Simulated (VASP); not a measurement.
Wanted: the native input for a VASP 6.6.1 run.

```
Task                   : single point
Functional             : PBE
Potentials or basis    : VASP PAW PBE potentials, release 64 (Re)
Cutoff                 : 520 eV
k mesh                 : 21 × 21 × 12
Occupations            : fermi-dirac, width 0.1 eV
Spin                   : no spin polarisation
Dipole correction      : no
Further INCAR settings : ALGO = Normal; EDIFF = 1e-06; NBANDS = 14
```

The structure of Re lies in POSCAR:

```
Re
1.0
    2.7007533625      0.0000000000      0.0000000000
   -1.3503766813      2.3389210213      0.0000000000
    0.0000000000      0.0000000000      4.3560446830
Re
2
Direct
    0.3333333333      0.6666666667      0.2500000000
    0.6666666667      0.3333333333      0.7500000000
```

The input as run:

INCAR

```
SYSTEM = Re
PREC = Accurate
ENCUT = 520
EDIFF = 1E-6
ISMEAR = -1
SIGMA = 0.1
LREAL = .False.
LASPH = .True.
NELM = 80
ALGO = Normal
ISIF = 2
LWAVE = .False.
LCHARG = .False.
GGA = PE
NBANDS = 14
```

KPOINTS

```
regular mesh
0
Gamma
  21 21 12
  0 0 0
```

Potentials or basis: VASP PAW PBE potentials, release 64 (Re).

Run with:

```console
$ cat potpaw_PBE.64/Re/POTCAR > POTCAR
$ mpirun -np 1 vasp_std > vasp.out
```

It gave:

The pressure is 36.7 GPa and the band gap on the k mesh is zero (bands 7 and 8 overlap by 3.68 eV).

Caveat: the cell stands under pressure; spin-orbit coupling is left out, which moves the levels of the heavy elements.

Wall time 120 s on 1 thread of Intel Xeon 8259CL, with other jobs on the host, peak memory 0.23 GiB.
